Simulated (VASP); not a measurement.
**Si: single point with PBE**

The system is Si, a slab with vacuum.

```xyz
4
Lattice="3.8685 0.0000 0.0000 -1.9343 3.3503 0.0000 0.0000 0.0000 19.9483" Properties=species:S:1:pos:R:3 pbc="T T T"
Si    0.0000    1.1168    8.0000
Si    0.0000    3.3503    8.7897
Si    0.0000    3.3503   11.1586
Si    1.9343    2.2335   11.9483
```

```
Program                : VASP 6.6.1
Task                   : single point
Functional             : PBE
Potentials or basis    : VASP PAW PBE potentials, release 64 (Si)
Cutoff                 : 520 eV
k mesh                 : 9 × 9 × 1
Occupations            : fermi-dirac, width 0.02 eV
Spin                   : no spin polarisation
Dipole correction      : yes
Further INCAR settings : ALGO = Normal; EDIFF = 1e-06; NBANDS = 16
```

```
Largest force          : 1.116 eV/Å
Band gap on the k mesh : zero (band 8 reaches -1.61 eV, above the bottom of band 9 at -1.66 eV)
```

Forces in eV/Å, atoms in the order of the input:
```
Si   0.000  0.000  0.567
Si   0.000  0.000 -1.116
Si   0.000  0.000  1.116
Si   0.000  0.000 -0.567
```

Levels at points of the mesh, in eV from the Fermi level:
| k point | band 5 | band 6 | band 7 | band 8 | band 9 | band 10 | band 11 | band 12 |
| --- | --- | --- | --- | --- | --- | --- | --- | --- |
| (0.00, 0.00, 0.00) | -0.67 | -0.67 | -0.03 | -0.03 | 1.10 | 2.40 | 2.82 | 3.39 |

It took 44 s on 1 thread of Intel(R) Xeon(R) 6975P-C (Granite Rapids) (shared host), peak memory 0.34 GiB.
